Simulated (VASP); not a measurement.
# Zr2BiN2: single point with PBE

Zr2BiN2:

```
CELL_PARAMETERS angstrom
3.93589 0.00000 0.00000
0.00000 3.93589 0.00000
0.00000 0.00000 7.19346
ATOMIC_POSITIONS crystal
Zr 0.50000 0.00000 0.58912
Zr 0.00000 0.50000 0.58912
Bi 0.00000 0.00000 0.08909
N 0.00000 0.00000 0.75793
N 0.00000 0.00000 0.42031
```

| Property | Result |
| --- | --- |
| Program | VASP 6.6.1 |
| Task | single point |
| Functional | PBE |
| Potentials or basis | VASP PAW PBE potentials, release 64 (Zr_sv, Bi_d, N) |
| Cutoff | 520 eV |
| k mesh | 4 × 4 × 4 |
| Occupations | gaussian, width 0.1 eV |
| Spin | no spin polarisation |
| Dipole correction | no |
| Further INCAR settings | ALGO = Normal; EDIFF = 1e-07; NBANDS = 32 |

```yaml
Pressure: 0.0 GPa
Largest_force: 0.005 eV/Å
```

Forces on the atoms (eV/Å):
```
Zr   0.000  0.000 -0.001
Zr   0.000  0.000 -0.001
Bi   0.000  0.000  0.002
N    0.000  0.000 -0.005
N    0.000  0.000  0.005
```

Stress tensor (GPa, compression positive):
```
-0.02  0.00  0.00
 0.00 -0.02  0.00
 0.00  0.00  0.10
```

Levels at points of the mesh, in eV from the Fermi level:
| k point | band 20 | band 21 | band 22 | band 23 | band 24 | band 25 | band 26 | band 27 | band 28 | band 29 |
| --- | --- | --- | --- | --- | --- | --- | --- | --- | --- | --- |
| (0.00, 0.00, 0.00) | -3.07 | -2.62 | -1.93 | -1.93 | -1.84 | 1.42 | 2.20 | 2.20 | 2.93 | 2.97 |
| (0.50, 0.00, 0.00) | -2.69 | -2.68 | -2.37 | -1.70 | -0.60 | 1.37 | 1.82 | 2.02 | 2.10 | 2.28 |
| (0.50, 0.50, 0.00) | -1.89 | -1.89 | -1.74 | -1.42 | -1.42 | -1.38 | 0.45 | 0.45 | 1.88 | 2.60 |
| (0.00, 0.00, 0.50) | -3.12 | -1.84 | -1.70 | -1.70 | 0.43 | 1.61 | 1.93 | 1.93 | 2.62 | 2.80 |
| (0.50, 0.00, 0.50) | -3.56 | -2.23 | -1.00 | -0.74 | 0.06 | 1.37 | 1.59 | 1.81 | 1.99 | 2.41 |
| (0.50, 0.50, 0.50) | -2.75 | -2.75 | -1.42 | -0.21 | -0.21 | -0.20 | 0.01 | 0.01 | 2.21 | 2.21 |

It took 41 s on 1 thread of Intel(R) Xeon(R) 6975P-C (Granite Rapids) (shared host), peak memory 0.23 GiB.

Caveat: the k points lie up to 0.40 Å⁻¹ apart; spin-orbit coupling is left out, which moves the levels of the heavy elements.
